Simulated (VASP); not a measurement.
# IrC in VASP: a series of runs

Runs on IrC. Level: PBE. Tasks: single point, relaxation of cell and atoms.

All numbers are computed with VASP 6.6.1; they aren't measurements. Logs are shortened: lines on timing, memory, paths and dates and some standing lists are left out, and cuts for length are marked.

## (1) The cell of the first run

Symmetry: Pm-3m, No. 221, cubic system. The conventional cell has a = 2.722 Å, b = 2.722 Å, c = 2.722 Å, α = 90.00°, β = 90.00°, γ = 90.00°. Ir (site symmetry m-3m) has 8 C at 2.36 Å and 6 Ir at 2.72 Å within 3.1 Å. C (site symmetry m-3m) has 8 Ir at 2.36 Å and 6 C at 2.72 Å within 3.1 Å.

## (2) Single point, PBE

INCAR reads:

```
ALGO = Normal ; EDIFF = 1E-6
ENCUT = 520 ; GGA = PE
ISIF = 2 ; ISMEAR = 0
LASPH = T ; LCHARG = F
LREAL = F ; LWAVE = F
NBANDS = 14 ; NELM = 80
PREC = Accurate ; SIGMA = 0.1
```

KPOINTS reads:

```
k-points
0
Gamma
  20 20 20
```

POSCAR reads:

```
IrC
1.0
    2.7221467971      0.0000000000      0.0000000000
    0.0000000000      2.7221467971      0.0000000000
    0.0000000000      0.0000000000      2.7221467971
Ir C
1 1
Direct
    0.5000000000      0.5000000000      0.5000000000
    0.0000000000      0.0000000000      0.0000000000
```

Potentials or basis: VASP PAW PBE potentials, release 64 (Ir, C).

Launch:

```
cat potpaw_PBE.64/Ir/POTCAR potpaw_PBE.64/C/POTCAR > POTCAR
mpirun -np 1 vasp_std > vasp.out
```

OUTCAR:

```text
EDIFF = 1E-6
   ENCUT = 520
   GGA = PE
   ISIF = 2
   ISMEAR = 0
   LASPH = T
   LREAL = F
   NELM = 80
   PREC = Accurate

 ion  position               nearest neighbor table
   1  0.500  0.500  0.500-   2 2.36   2 2.36   2 2.36   2 2.36   2 2.36   2 2.36   2 2.36   2 2.36

   2  0.000  0.000  0.000-   1 2.36   1 2.36   1 2.36   1 2.36   1 2.36   1 2.36   1 2.36   1 2.36

  LATTYP: Found a simple cubic cell.
 ALAT       =     2.7221467971

  Lattice vectors:

 A1 = (   2.7221467971,   0.0000000000,   0.0000000000)
 A2 = (   0.0000000000,   2.7221467971,   0.0000000000)
 A3 = (   0.0000000000,   0.0000000000,   2.7221467971)

Analysis of symmetry for initial positions (statically):
=====================================================================
 Subroutine PRICEL returns:
 Original cell was already a primitive cell.

 Routine SETGRP: Setting up the symmetry group for a
 simple cubic supercell.

 Subroutine GETGRP returns: Found 48 space group operations
 (whereof 48 operations were pure point group operations)
 out of a pool of 48 trial point group operations.

The static configuration has the point symmetry O_h .

Analysis of symmetry for dynamics (positions and initial velocities):
=====================================================================
 Subroutine PRICEL returns:
 Original cell was already a primitive cell.

 Routine SETGRP: Setting up the symmetry group for a
 simple cubic supercell.

 Subroutine GETGRP returns: Found 48 space group operations
 (whereof 48 operations were pure point group operations)
 out of a pool of 48 trial point group operations.

The dynamic configuration has the point symmetry O_h .

 Subroutine INISYM returns: Found 48 space group operations
 (whereof 48 operations are pure point group operations),
 and found     1 'primitive' translations

----------------------------------------------------------------------------------------

                                     Primitive cell

  volume of cell :      20.1713

  direct lattice vectors                    reciprocal lattice vectors
     2.722146797  0.000000000  0.000000000     0.367357117  0.000000000  0.000000000
     0.000000000  2.722146797  0.000000000     0.000000000  0.367357117  0.000000000
     0.000000000  0.000000000  2.722146797     0.000000000  0.000000000  0.367357117

  length of vectors
     2.722146797  2.722146797  2.722146797     0.367357117  0.367357117  0.367357117

  position of ions in fractional coordinates (direct lattice)
     0.500000000  0.500000000  0.500000000
     0.000000000  0.000000000  0.000000000

  ion indices of the primitive-cell ions
   primitive index   ion index
                 1           1
                 2           2

----------------------------------------------------------------------------------------

 KPOINTS: k-points

Automatic generation of k-mesh.
 Grid dimensions read from file:
 generate k-points for:   20   20   20

 Generating k-lattice:

  Cartesian coordinates                     Fractional coordinates (reciprocal lattice)
     0.018367856  0.000000000  0.000000000     0.050000000  0.000000000  0.000000000
     0.000000000  0.018367856  0.000000000     0.000000000  0.050000000  0.000000000
     0.000000000  0.000000000  0.018367856     0.000000000  0.000000000  0.050000000

  Length of vectors
     0.018367856  0.018367856  0.018367856

  Shift w.r.t. Gamma in fractional coordinates (k-lattice)
     0.000000000  0.000000000  0.000000000

 Subroutine IBZKPT returns following result:
 ===========================================

 Found    286 irreducible k-points:

 Following reciprocal coordinates:
            Coordinates               Weight
  0.000000  0.000000  0.000000      1.000000
  0.050000  0.000000  0.000000      6.000000
  0.100000  0.000000  0.000000      6.000000
  0.150000  0.000000  0.000000      6.000000
  0.200000  0.000000  0.000000      6.000000
  0.250000  0.000000  0.000000      6.000000
[... 16 lines left out ...]
  0.150000  0.100000  0.000000     24.000000
  0.200000  0.100000  0.000000     24.000000
 [... further k-points ...]
   k-points           NKPTS =    286   k-points in BZ     NKDIM =    286   number of bands    NBANDS=     14
   number of dos      NEDOS =    301   number of ions     NIONS =      2
   total plane-waves  NPLWV =   8000
   dimension x,y,z NGX =    20 NGY =   20 NGZ =   20
   dimension x,y,z NGXF=    40 NGYF=   40 NGZF=   40
   ions per type =               1   1
   NGX,Y,Z   is equivalent  to a cutoff of  12.21, 12.21, 12.21 a.u.
   NGXF,Y,Z  is equivalent  to a cutoff of  24.43, 24.43, 24.43 a.u.
 SYSTEM =  unknown system
   PREC   = accura    normal or accurate (medium, high low for compatibility)
   ISTART =      0    job   : 0-new  1-cont  2-samecut
   ICHARG =      2    charge: 1-file 2-atom 10-const
   ISPIN  =      1    spin polarized calculation?
   LNONCOLLINEAR =      F non collinear calculations
   LSORBIT =      F    spin-orbit coupling
   LASPH  =      T    aspherical Exc in radial PAW
   ENCUT  =  520.0 eV  38.22 Ry    6.18 a.u.   5.06  5.06  5.06*2*pi/ulx,y,z
   NELM   =     80;   NELMIN=  2; NELMDL= -5     # of ELM steps
   EDIFF  = 0.1E-05   stopping-criterion for ELM
   LREAL  =      F    real-space projection
   EDIFFG = 0.1E-04   stopping-criterion for IOM
   NSW    =      0    number of steps for IOM
   IBRION =     -1    ionic relax: 0-MD 1-quasi-New 2-CG
   NFREE  =      0    steps in history (QN), initial steepest desc. (CG)
   ISIF   =      2    stress and relaxation
   ISYM   =      2    0-nonsym 1-usesym 2-fastsym
   POTIM  = 0.5000    time-step for ionic-motion
   TEBEG  =    0.0;   TEEND  =   0.0 temperature during run
   PSTRESS=    0.0 pullay stress
   NELECT =      13.0000    total number of electrons
   NUPDOWN=      -1.0000    fix difference up-down
   EMIN   =  10.00;   EMAX   =-10.00  energy-range for DOS
   EFERMI =   0.00;   METHOD = LEGACY
   ISMEAR =     0;   SIGMA  =   0.10  broadening in eV -4-tet -1-fermi 0-gaus
   EFERMI_NEDOS =   21; number of points for ismear=-14 and -15
   IALGO  =     38    algorithm
   IMIX   =      4    mixing-type and parameters
     AMIX     =   0.40;   BMIX     =  1.00
     AMIX_MAG =   1.60;   BMIX_MAG =  1.00
  volume/ion in A,a.u.               =      10.09        68.06
  Fermi-wavevector in a.u.,A,eV,Ry     =   1.414092  2.672247 27.206983  1.999657
  Thomas-Fermi vector in A             =   2.535670
   LORBIT       =      0    0 simple, 1 ext, 2 COOP (PROOUT), +10 PAW based schemes
   GGA     = PE    functional components
   LHFCALC =     F    Hartree Fock is set to
   AEXX    =    0.0000 exact exchange contribution
   IVDW    =     0    specifies the selected vdW correction
   LEPSILON=     F    determine dielectric tensor
   LRPA    =     F    only Hartree local field effects (RPA)
 non-spin polarized calculation
 Gauss-broadening in eV      SIGMA  =   0.10
  energy-cutoff  :      520.00
  volume of cell :       20.17
 maximum number of plane-waves:       554
   NGX = 11   NGY = 11   NGZ = 11

 number of electron      12.9999998 magnetization

 Free energy of the ion-electron system (eV)
  ---------------------------------------------------
  ext. energy  EPLUGINS =         0.00000000
  ---------------------------------------------------
  free energy    TOTEN  =       -14.72060567 eV

  energy without entropy =      -14.71558096  energy(sigma->0) =      -14.71809332

 E-fermi :  10.7382     XC(G=0): -13.8693

 val. band max:       10.7345375968   @ k =   0.4000   0.2000   0.2000
 cond. band min:      10.7446874590   @ k =   0.3500   0.2500   0.0500
 fundamental gap:      0.0101498622
 Fermi energy:        10.7381896315

 k-point     1 :       0.0000    0.0000    0.0000
  band No.  band energies     occupation
      1      -5.3118      2.00000
      2       3.8745      2.00000
      3       3.8745      2.00000
      4       9.5913      2.00000
      5       9.5913      2.00000
      6       9.5913      2.00000
      7      10.1597      2.00000
      8      10.1597      2.00000
      9      10.1597      2.00000
     10      15.8053      0.00000
     11      27.0284      0.00000
     12      27.0284      0.00000
     13      32.4428      0.00000
     14      32.4428      0.00000

 k-point     2 :       0.0500    0.0000    0.0000
  band No.  band energies     occupation
      1      -5.2576      2.00000
      2       3.8914      2.00000
      3       3.8954      2.00000
      4       9.1413      2.00000
      5       9.1413      2.00000
      6       9.5985      2.00000
      7      10.0105      2.00000
      8      10.6244      1.89234
      9      10.6244      1.89234
     10      15.9594      0.00000
     11      26.7690      0.00000
     12      27.1009      0.00000
     13      32.2364      0.00000
     14      32.3445      0.00000

 k-point     3 :       0.1000    0.0000    0.0000
  band No.  band energies     occupation
      1      -5.0964      2.00000
      2       3.9360      2.00000
      3       3.9409      2.00000
      4       8.5183      2.00000
      5       8.5183      2.00000
      6       9.6193      2.00000
      7       9.6515      2.00000
      8      11.2925      0.00000
      9      11.2925      0.00000
     10      16.3543      0.00000
     11      26.1063      0.00000
     12      27.2786      0.00000
     13      31.6052      0.00000
     14      31.6054      0.00000
[... 324 lines left out ...]
 k-point    23 :       0.1500    0.1000    0.0000
  band No.  band energies     occupation
      1      -4.6308      2.00000
      2       4.0017      2.00000
      3       4.1190      2.00000
      4       7.1374      2.00000
      5       7.7953      2.00000
      6       9.3347      2.00000
      7       9.9652      2.00000
      8      11.5227      0.00000
      9      12.4360      0.00000
     10      17.3736      0.00000
     11      25.4720      0.00000
     12      27.1308      0.00000
     13      29.2559      0.00000
     14      30.4693      0.00000

 k-point    24 :       0.2000    0.1000    0.0000
  band No.  band energies     occupation
      1      -4.2833      2.00000
      2       3.8590      2.00000
      3       4.2156      2.00000
      4       6.7380      2.00000
      5       7.3535      2.00000
      6       9.3515      2.00000
      7       9.6810      2.00000
      8      12.0918      0.00000
      9      12.9626      0.00000
     10      17.8457      0.00000
     11      24.7177      0.00000
     12      27.1043      0.00000
     13      28.4566      0.00000
     14      29.6270      0.00000

 [... further k-points ...]
[... 5 lines left out ...]
  --------------------------------------------------------------------------------------
  -------------------------------------------------------------------------------------
  Total        0.1705965      0.1705965      0.1705965      0.0000000      0.0000000      0.0000000
  in kB       13.5502129     13.5502129     13.5502129      0.0000000      0.0000000      0.0000000
  external PRESSURE =      13.5502129 kB  Pullay stress =       0.0000000 kB

 VOLUME and BASIS-vectors are now :
 -----------------------------------------------------------------------------
  energy-cutoff  :      520.00
  volume of cell :       20.17
      direct lattice vectors                 reciprocal lattice vectors
     2.722146797  0.000000000  0.000000000     0.367357117  0.000000000  0.000000000
     0.000000000  2.722146797  0.000000000     0.000000000  0.367357117  0.000000000
     0.000000000  0.000000000  2.722146797     0.000000000  0.000000000  0.367357117

 POSITION                                       TOTAL-FORCE (eV/Angst)
 -----------------------------------------------------------------------------------
      1.36107      1.36107      1.36107         0.000000      0.000000      0.000000
      0.00000      0.00000      0.00000         0.000000      0.000000      0.000000
 -----------------------------------------------------------------------------------
    total drift:                               -0.000000      0.000000     -0.000000

  FREE ENERGIE OF THE ION-ELECTRON SYSTEM (eV)
  ---------------------------------------------------
  free  energy   TOTEN  =       -14.7206056734 eV

  energy  without entropy=      -14.7155809618  energy(sigma->0) =      -14.71809332
```

Wall time 55 s (1 thread of Intel Xeon Platinum 8259CL at 2.50GHz (Skylake/Cascade Lake), shared host); peak memory 0.19 GiB.

What came out:

```
Free energy : -14.7206 eV
Pressure    : 1.4 GPa
```

Levels at points of the mesh, in eV from the Fermi level:
| k point | band 4 | band 5 | band 6 | band 7 | band 8 | band 9 | band 10 | band 11 |
| --- | --- | --- | --- | --- | --- | --- | --- | --- |
| (0.00, 0.00, 0.00) | -1.15 | -1.15 | -1.15 | -0.58 | -0.58 | -0.58 | 5.07 | 16.29 |
| (0.50, 0.00, 0.00) | -5.05 | -5.05 | -0.84 | 0.69 | 4.39 | 4.39 | 9.48 | 10.40 |
| (0.50, 0.50, 0.00) | -5.43 | -3.05 | -3.05 | 0.39 | 0.71 | 0.85 | 5.98 | 13.00 |
| (0.50, 0.50, 0.50) | -8.48 | 0.86 | 0.86 | 4.83 | 4.83 | 4.83 | 5.70 | 5.70 |

Caveat: spin-orbit coupling is left out, which moves the levels of the heavy elements.

## (3) Single point, PBE

This run uses another cell than the first one, of 10.04 Å³/atom, 0.996 times its volume.

INCAR reads:

```
SYSTEM = IrC
  ALGO = Normal
  EDIFF = 1E-6
  ENCUT = 600
  GGA = PE
  GGA_COMPAT = .False.
  ISIF = 2
  ISMEAR = 0
  LASPH = .True.
  LCHARG = .False.
  LREAL = .False.
  LWAVE = .False.
  NBANDS = 18
  NELM = 120
  PREC = Accurate
  SIGMA = 0.1
```

KPOINTS reads:

```
k-points
0
Gamma
  6 6 6
  0 0 0
```

POSCAR reads:

```
IrC
1.0
    2.7185018819      0.0000000000      0.0000000000
    0.0000000000      2.7185018819      0.0000000000
    0.0000000000      0.0000000000      2.7180471869
Ir C
1 1
Direct
    0.5000000000      0.5000000000      0.5000000000
    0.0000000000      0.0000000000      0.0000000000
```

Potentials or basis: VASP PAW PBE potentials, release 64 (Ir_sv_GW, C).

Launch:

```
cat potpaw_PBE.64/Ir_sv_GW/POTCAR potpaw_PBE.64/C/POTCAR > POTCAR
mpirun -np 1 vasp_std > vasp.out
```

It took 11 s on 1 thread of AMD EPYC 9R45 (Zen 5), shared host; peak memory 0.12 GiB.

The run converged, but its numbers aren't listed here, since they failed a check.

Caveat: the k points lie up to 0.39 Å⁻¹ apart; spin-orbit coupling is left out, which moves the levels of the heavy elements.

## (4) Single point, PBE, collinear spin, ferromagnetic start

This run uses another cell than the first one, of 10.04 Å³/atom, 0.996 times its volume.

INCAR reads:

```
SYSTEM = IrC
PREC = Accurate
ENCUT = 600
EDIFF = 1E-6
ISMEAR = 0
SIGMA = 0.1
LREAL = .FALSE.
LASPH = .TRUE.
NELM = 200
ALGO = Normal
ISIF = 2
LWAVE = .FALSE.
LCHARG = .FALSE.
ISPIN = 2
MAGMOM = 1 0
LORBIT = 11
LMAXMIX = 4
GGA = PE
NBANDS = 22
GGA_COMPAT = .FALSE.
```

KPOINTS reads:

```
Automatic mesh
0
G
  6 6 6
  0 0 0
```

POSCAR reads:

```
IrC
1.0
    2.7183503169      0.0000000000      0.0000000000
    0.0000000000      2.7183503169      0.0000000000
    0.0000000000      0.0000000000      2.7183503169
Ir C
1 1
Direct
    0.5000000000      0.5000000000      0.5000000000
    0.0000000000      0.0000000000      0.0000000000
```

Launch:

```
cat potpaw_PBE.64/Ir_sv_GW/POTCAR potpaw_PBE.64/C/POTCAR > POTCAR
mpirun -np 1 vasp_std > vasp.out
```

Run time: 17 s. Hardware: 1 thread of Intel Xeon 6975P-C (Granite Rapids), shared host; peak memory 0.15 GiB.

The run converged. Its results:

```
Free energy                                           : -15.4436 eV
Pressure                                              : -0.9 GPa
Net moment                                            : 0.00 μB per cell
Valence electrons inside the program's atomic spheres : Ir 16.07; C 2.19
```

Levels at points of the mesh, in eV from the Fermi level:
Spin up:
```tsv
k point	band 8	band 9	band 10	band 11	band 12	band 13
(0.00, 0.00, 0.00)	-1.09	-1.09	-1.09	-0.55	-0.55	-0.55
(0.50, 0.00, 0.00)	-5.02	-5.02	-0.79	0.76	4.48	4.48
(0.50, 0.50, 0.00)	-5.40	-3.01	-3.01	0.47	0.78	0.86
(0.50, 0.50, 0.50)	-8.45	0.93	0.93	4.92	4.92	4.92
```
Spin down:
```csv
k point,band 8,band 9,band 10,band 11,band 12,band 13
"(0.00, 0.00, 0.00)",-1.09,-1.09,-1.09,-0.55,-0.55,-0.55
"(0.50, 0.00, 0.00)",-5.02,-5.02,-0.79,0.76,4.48,4.48
"(0.50, 0.50, 0.00)",-5.40,-3.01,-3.01,0.47,0.78,0.86
"(0.50, 0.50, 0.50)",-8.45,0.93,0.93,4.92,4.92,4.92
```

Caveat: the k points lie up to 0.39 Å⁻¹ apart; spin-orbit coupling is left out, which moves the levels of the heavy elements.

(Continued in part 2 of 2.)
